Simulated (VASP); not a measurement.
# NaCl (Imm2) in VASP: further runs

Runs on NaCl. Level: PBEsol. Tasks: single point.

Everything below comes from runs of VASP 6.6.1. Logs are shortened: lines on timing, memory, paths and dates and some standing lists are left out, and cuts for length are marked.

### Step 1. The cell of the first run

The structure is orthorhombic, space group Imm2 (No. 44). The conventional cell has a = 4.005 Å, b = 5.663 Å, c = 4.005 Å, α = 90.00°, β = 90.00°, γ = 90.00°. Na (site symmetry mm2) has 6 Cl at 2.55 to 3.15 Å within 3.4 Å. Cl (site symmetry mm2) has 6 Na at 2.55 to 3.15 Å within 3.4 Å.

### Step 2. Single point, PBEsol (atom 1 (Na) moved by (-0.300, -0.300) A along y and z)

Input file INCAR:

```
SYSTEM = NaCl
ALGO = Normal
EDIFF = 1E-6
ENCUT = 500
GGA = PS
GGA_COMPAT = .False.
ISIF = 2
ISMEAR = 0
LASPH = .True.
LCHARG = .True.
LELF = .True.
LREAL = .False.
LVHAR = .True.
LWAVE = .False.
NBANDS = 14
NELM = 120
PREC = Accurate
SIGMA = 0.05
```

Input file KPOINTS:

```
k-points
0
Gamma
  8 8 8
  0 0 0
```

Input file POSCAR:

```
NaCl
1.0
    0.0000000000      2.8317500000      2.8317500000
    2.8317500000      0.0000000000      2.8317500000
    2.8317500000      2.8317500000      0.0000000000
Na Cl
1 1
Direct
   -0.1059415556      0.0000000000      0.0000000000
    0.5000000000      0.5000000000      0.5000000000
```

Potentials or basis: VASP PAW PBE potentials, release 64 (Na_pv, Cl).

The run is started by

```
> cat potpaw_PBE.64/Na_pv/POTCAR potpaw_PBE.64/Cl/POTCAR > POTCAR
> mpirun -np 1 vasp_std > vasp.out
```

OUTCAR:

```text
SYSTEM = NaCl
   EDIFF = 1E-6
   ENCUT = 500
   GGA = PS
   ISIF = 2
   ISMEAR = 0
   LASPH = .True.
   LREAL = .False.
   NELM = 120
   PREC = Accurate

 ion  position               nearest neighbor table
   1  0.894  0.000  0.000-   2 2.55   2 2.55
   2  0.500  0.500  0.500-   1 2.55   1 2.55

  LATTYP: Found a face centered cubic cell.
 ALAT       =     5.6635000000

  Lattice vectors:

 A1 = (   0.0000000000,   2.8317500000,   2.8317500000)
 A2 = (   2.8317500000,   0.0000000000,   2.8317500000)
 A3 = (   2.8317500000,   2.8317500000,   0.0000000000)

Analysis of symmetry for initial positions (statically):
=====================================================================
 Subroutine PRICEL returns:
 Original cell was already a primitive cell.

 Routine SETGRP: Setting up the symmetry group for a
 face centered cubic supercell.

 Subroutine GETGRP returns: Found  4 space group operations
 (whereof  4 operations were pure point group operations)
 out of a pool of 48 trial point group operations.

The static configuration has the point symmetry C_2v.

Analysis of symmetry for dynamics (positions and initial velocities):
=====================================================================
 Subroutine PRICEL returns:
 Original cell was already a primitive cell.

 Routine SETGRP: Setting up the symmetry group for a
 face centered cubic supercell.

 Subroutine GETGRP returns: Found  4 space group operations
 (whereof  4 operations were pure point group operations)
 out of a pool of 48 trial point group operations.

The dynamic configuration has the point symmetry C_2v.

 Subroutine INISYM returns: Found  4 space group operations
 (whereof  4 operations are pure point group operations),
 and found     1 'primitive' translations

----------------------------------------------------------------------------------------

                                     Primitive cell

  volume of cell :      45.4145

  direct lattice vectors                    reciprocal lattice vectors
     0.000000000  2.831750000  2.831750000    -0.176569259  0.176569259  0.176569259
     2.831750000  0.000000000  2.831750000     0.176569259 -0.176569259  0.176569259
     2.831750000  2.831750000  0.000000000     0.176569259  0.176569259 -0.176569259

  length of vectors
     4.004699255  4.004699255  4.004699255     0.305826928  0.305826928  0.305826928

  position of ions in fractional coordinates (direct lattice)
     0.894058444  0.000000000  0.000000000
     0.500000000  0.500000000  0.500000000

  ion indices of the primitive-cell ions
   primitive index   ion index
                 1           1
                 2           2

----------------------------------------------------------------------------------------

 KPOINTS: k-points

Automatic generation of k-mesh.
 Grid dimensions read from file:
 generate k-points for:    8    8    8

 Generating k-lattice:

  Cartesian coordinates                     Fractional coordinates (reciprocal lattice)
    -0.022071157  0.022071157  0.022071157     0.125000000  0.000000000  0.000000000
     0.022071157 -0.022071157  0.022071157     0.000000000  0.125000000  0.000000000
     0.022071157  0.022071157 -0.022071157     0.000000000  0.000000000  0.125000000

  Length of vectors
     0.038228366  0.038228366  0.038228366

  Shift w.r.t. Gamma in fractional coordinates (k-lattice)
     0.000000000  0.000000000  0.000000000

 Subroutine IBZKPT returns following result:
 ===========================================

 Found     95 irreducible k-points:

 Following reciprocal coordinates:
            Coordinates               Weight
  0.000000  0.000000  0.000000      1.000000
  0.125000  0.000000  0.000000      4.000000
  0.000000  0.125000  0.000000      4.000000
  0.250000  0.000000  0.000000      4.000000
  0.000000  0.250000  0.000000      4.000000
  0.375000  0.000000  0.000000      4.000000
[... 16 lines left out ...]
  0.375000 -0.125000 -0.125000      4.000000
 -0.375000  0.125000  0.000000      8.000000
 [... further k-points ...]
   k-points           NKPTS =     95   k-points in BZ     NKDIM =     95   number of bands    NBANDS=     14
   number of dos      NEDOS =    301   number of ions     NIONS =      2
   total plane-waves  NPLWV =  27000
   dimension x,y,z NGX =    30 NGY =   30 NGZ =   30
   dimension x,y,z NGXF=    60 NGYF=   60 NGZF=   60
   ions per type =               1   1
   NGX,Y,Z   is equivalent  to a cutoff of  12.45, 12.45, 12.45 a.u.
   NGXF,Y,Z  is equivalent  to a cutoff of  24.91, 24.91, 24.91 a.u.
 SYSTEM =  NaCl
   PREC   = accura    normal or accurate (medium, high low for compatibility)
   ISTART =      0    job   : 0-new  1-cont  2-samecut
   ICHARG =      2    charge: 1-file 2-atom 10-const
   ISPIN  =      1    spin polarized calculation?
   LNONCOLLINEAR =      F non collinear calculations
   LSORBIT =      F    spin-orbit coupling
   LASPH  =      T    aspherical Exc in radial PAW
   ENCUT  =  500.0 eV  36.75 Ry    6.06 a.u.   7.30  7.30  7.30*2*pi/ulx,y,z
   NELM   =    120;   NELMIN=  2; NELMDL= -5     # of ELM steps
   EDIFF  = 0.1E-05   stopping-criterion for ELM
   LREAL  =      F    real-space projection
   EDIFFG = 0.1E-04   stopping-criterion for IOM
   NSW    =      0    number of steps for IOM
   IBRION =     -1    ionic relax: 0-MD 1-quasi-New 2-CG
   NFREE  =      0    steps in history (QN), initial steepest desc. (CG)
   ISIF   =      2    stress and relaxation
   ISYM   =      2    0-nonsym 1-usesym 2-fastsym
   POTIM  = 0.5000    time-step for ionic-motion
   TEBEG  =    0.0;   TEEND  =   0.0 temperature during run
   PSTRESS=    0.0 pullay stress
   NELECT =      14.0000    total number of electrons
   NUPDOWN=      -1.0000    fix difference up-down
   EMIN   =  10.00;   EMAX   =-10.00  energy-range for DOS
   EFERMI =   0.00;   METHOD = LEGACY
   ISMEAR =     0;   SIGMA  =   0.05  broadening in eV -4-tet -1-fermi 0-gaus
   EFERMI_NEDOS =   21; number of points for ismear=-14 and -15
   IALGO  =     38    algorithm
   IMIX   =      4    mixing-type and parameters
     AMIX     =   0.40;   BMIX     =  1.00
     AMIX_MAG =   1.60;   BMIX_MAG =  1.00
  volume/ion in A,a.u.               =      22.71       153.24
  Fermi-wavevector in a.u.,A,eV,Ry     =   1.105909  2.089864 16.640388  1.223034
  Thomas-Fermi vector in A             =   2.242402
   LORBIT       =      0    0 simple, 1 ext, 2 COOP (PROOUT), +10 PAW based schemes
   GGA     = PS    functional components
   LHFCALC =     F    Hartree Fock is set to
   AEXX    =    0.0000 exact exchange contribution
   IVDW    =     0    specifies the selected vdW correction
   LEPSILON=     F    determine dielectric tensor
   LRPA    =     F    only Hartree local field effects (RPA)
 non-spin polarized calculation
 Gauss-broadening in eV      SIGMA  =   0.05
  energy-cutoff  :      500.00
  volume of cell :       45.41
 maximum number of plane-waves:      1174
 NGX is ok and might be reduce to    30
   NGX = 15   NGY = 15   NGZ = 15

 number of electron      13.9999999 magnetization

 Free energy of the ion-electron system (eV)
  ---------------------------------------------------
  ext. energy  EPLUGINS =         0.00000000
  ---------------------------------------------------
  free energy    TOTEN  =        -6.87382757 eV

  energy without entropy =       -6.87382757  energy(sigma->0) =       -6.87382757

 E-fermi :  -0.5772     XC(G=0):  -8.2453

 val. band max:       -0.8751122240   @ k =   0.0000   0.0000   0.0000
 cond. band min:       4.0335348042   @ k =   0.0000   0.0000   0.0000
 fundamental gap:      4.9086470282
 Fermi energy:        -0.5771962902

 k-point     1 :       0.0000    0.0000    0.0000
  band No.  band energies     occupation
      1     -21.4886      2.00000
      2     -21.4785      2.00000
      3     -21.4762      2.00000
      4     -13.4932      2.00000
      5      -0.9470      2.00000
      6      -0.8803      2.00000
      7      -0.8751      2.00000
      8       4.0335      0.00000
      9      10.0907      0.00000
     10      10.2102      0.00000
     11      10.3227      0.00000
     12      12.4600      0.00000
     13      12.6107      0.00000
     14      13.5254      0.00000

 k-point     2 :       0.1250    0.0000    0.0000
  band No.  band energies     occupation
      1     -21.4919      2.00000
      2     -21.4789      2.00000
      3     -21.4775      2.00000
      4     -13.4477      2.00000
      5      -1.2446      2.00000
      6      -0.9851      2.00000
      7      -0.9149      2.00000
      8       4.5311      0.00000
      9       9.6497      0.00000
     10      10.2768      0.00000
     11      10.4241      0.00000
     12      12.1746      0.00000
     13      12.2732      0.00000
     14      14.5487      0.00000

 k-point     3 :       0.0000    0.1250    0.0000
  band No.  band energies     occupation
      1     -21.4895      2.00000
      2     -21.4825      2.00000
      3     -21.4771      2.00000
      4     -13.4463      2.00000
      5      -1.2898      2.00000
      6      -0.9370      2.00000
      7      -0.9066      2.00000
      8       4.5214      0.00000
      9       9.5299      0.00000
     10      10.3469      0.00000
     11      10.4925      0.00000
     12      12.1467      0.00000
     13      12.3565      0.00000
     14      14.4342      0.00000
[... 324 lines left out ...]
 k-point    23 :       0.3750   -0.1250   -0.1250
  band No.  band energies     occupation
      1     -21.5124      2.00000
      2     -21.4834      2.00000
      3     -21.4818      2.00000
      4     -13.1596      2.00000
      5      -2.6619      2.00000
      6      -1.3062      2.00000
      7      -1.2448      2.00000
      8       6.6550      0.00000
      9       8.9161      0.00000
     10       9.6725      0.00000
     11      10.3274      0.00000
     12      13.9045      0.00000
     13      14.9769      0.00000
     14      15.1801      0.00000

 k-point    24 :      -0.3750    0.1250    0.0000
  band No.  band energies     occupation
      1     -21.5111      2.00000
      2     -21.4846      2.00000
      3     -21.4810      2.00000
      4     -13.1743      2.00000
      5      -2.5921      2.00000
      6      -1.3877      2.00000
      7      -1.1342      2.00000
      8       6.6164      0.00000
      9       8.9585      0.00000
     10       9.5431      0.00000
     11      10.4094      0.00000
     12      13.4178      0.00000
     13      14.6919      0.00000
     14      15.1809      0.00000

 [... further k-points ...]
[... 5 lines left out ...]
  --------------------------------------------------------------------------------------
  -------------------------------------------------------------------------------------
  Total       -0.3140499      0.6174453      0.6174453      0.0000000     -0.2512944      0.0000000
  in kB      -11.0793577     21.7828326     21.7828326      0.0000000     -8.8654061      0.0000000
  external PRESSURE =      10.8287692 kB  Pullay stress =       0.0000000 kB

 VOLUME and BASIS-vectors are now :
 -----------------------------------------------------------------------------
  energy-cutoff  :      500.00
  volume of cell :       45.41
      direct lattice vectors                 reciprocal lattice vectors
     0.000000000  2.831750000  2.831750000    -0.176569259  0.176569259  0.176569259
     2.831750000  0.000000000  2.831750000     0.176569259 -0.176569259  0.176569259
     2.831750000  2.831750000  0.000000000     0.176569259  0.176569259 -0.176569259

 POSITION                                       TOTAL-FORCE (eV/Angst)
 -----------------------------------------------------------------------------------
      0.00000      2.53175      2.53175         0.000000      0.439842      0.439842
      2.83175      2.83175      2.83175        -0.000000     -0.439842     -0.439842
 -----------------------------------------------------------------------------------
    total drift:                               -0.000001     -0.000087     -0.000087

  FREE ENERGIE OF THE ION-ELECTRON SYSTEM (eV)
  ---------------------------------------------------
  free  energy   TOTEN  =        -6.8738275704 eV

  energy  without entropy=       -6.8738275704  energy(sigma->0) =       -6.87382757
```

Run time: 50 s. Hardware: 1 thread of AMD EPYC 7R13 (Zen 3), shared host; peak memory 0.16 GiB.

What came out:

```
Free energy            : -6.8738 eV
Pressure               : 1.1 GPa
Largest force          : 0.622 eV/Å
Band gap on the k mesh : 4.91 eV
```

Forces on the atoms (eV/Å):
```
Na   0.000  0.440  0.440
Cl   0.000 -0.440 -0.440
```

Caveat: the cell differs from its parent crystal (atom 1 (Na) moved by (-0.300, -0.300) A along y and z); the PAW data sets were made with another functional, which shifts forces and pressure a little.

[end of part 1 of 2]
